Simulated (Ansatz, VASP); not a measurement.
One calculation of Sb, two programs

```
CELL_PARAMETERS angstrom
3.36900 0.00000 0.00000
-1.68450 2.91764 0.00000
0.00000 0.00000 5.27670
ATOMIC_POSITIONS crystal
Sb 0.33333 0.66667 0.25000
Sb 0.66667 0.33333 0.75000
```

Change from the starting cell: zz strain of -1 %.

Alike in both runs: task single point; functional LDA; k mesh 12 × 12 × 7; occupations fermi-dirac, width 0.03 eV; no spin polarisation.

|  | VASP | Ansatz |
| --- | --- | --- |
| version | VASP 6.6.1 | Ansatz 0.2.0 |
| potentials or method | VASP PAW LDA potentials, release 64 (Sb), cutoff 520 eV | all-electron LAPW, scalar-relativistic |

|  | VASP | Ansatz | Ansatz less VASP |
| --- | --- | --- | --- |
| pressure (GPa) | -0.6 | -0.7 | -0.10 |
| traceless stress, the component that is largest in VASP (GPa) | -0.74 | -0.73 | +0.007 |

LDA's correlation is that of Perdew and Zunger in VASP and of Perdew and Wang (1992) in Ansatz. Ansatz ran all-electron here, and VASP with PAW potentials.

Neither program's run includes spin-orbit coupling.
